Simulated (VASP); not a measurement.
A run of VASP 6.6.1 is set up as follows.

INCAR

```
PREC     = Accurate       # precision mode
ENCUT    = 520            # plane-wave cutoff, eV
EDIFF    = 1E-6           # SCF threshold, eV
ISMEAR   = 0              # smearing method
SIGMA    = 0.02           # smearing width, eV
LREAL    = False          # projectors in reciprocal space
LASPH    = True           # aspherical terms in the spheres
NELM     = 60             # most SCF steps
ALGO     = Normal         # electronic algorithm
ISIF     = 2              # what is computed and relaxed
LWAVE    = False          # write WAVECAR
LCHARG   = False          # write CHGCAR
NBANDS   = 34             # bands
```

KPOINTS

```
regular mesh
0
Gamma
  6 6 4
```

File POSCAR:

```
BaMgPF
1.0
    4.2388085857      0.0000000000      0.0000000000
    0.0000000000      4.2388085857      0.0000000000
    0.0000000000      0.0000000000      9.2398268671
Ba P Mg F
2 2 2 2
Direct
    0.5000000000      0.0000000000      0.1591918111
    0.0000000000      0.5000000000      0.8408081889
    0.5000000000      0.0000000000      0.6576737978
    0.0000000000      0.5000000000      0.3423262022
    0.5000000000      0.5000000000      0.5000000000
    0.0000000000      0.0000000000      0.5000000000
    0.5000000000      0.5000000000      0.0000000000
    0.0000000000      0.0000000000      0.0000000000
```

Potentials or basis: VASP PAW LDA potentials, release 64 (Ba_sv, P, Mg, F).

Launch:

```console
$ cat potpaw_LDA.64/Ba_sv/POTCAR potpaw_LDA.64/P/POTCAR potpaw_LDA.64/Mg/POTCAR potpaw_LDA.64/F/POTCAR > POTCAR
$ mpirun -np 1 vasp_std > vasp.out
```

Predict the pressure.

0.7 GPa.

Estimate the band gap on the k mesh.

1.61 eV.

Estimate the largest force.

0.209 eV/Å.

Stress tensor (GPa, compression positive):
```
0.73 0.00 0.00
0.00 0.73 0.00
0.00 0.00 0.63
```

Caveat: spin-orbit coupling is left out, which moves the levels of the heavy elements. A k mesh can miss the band edges.
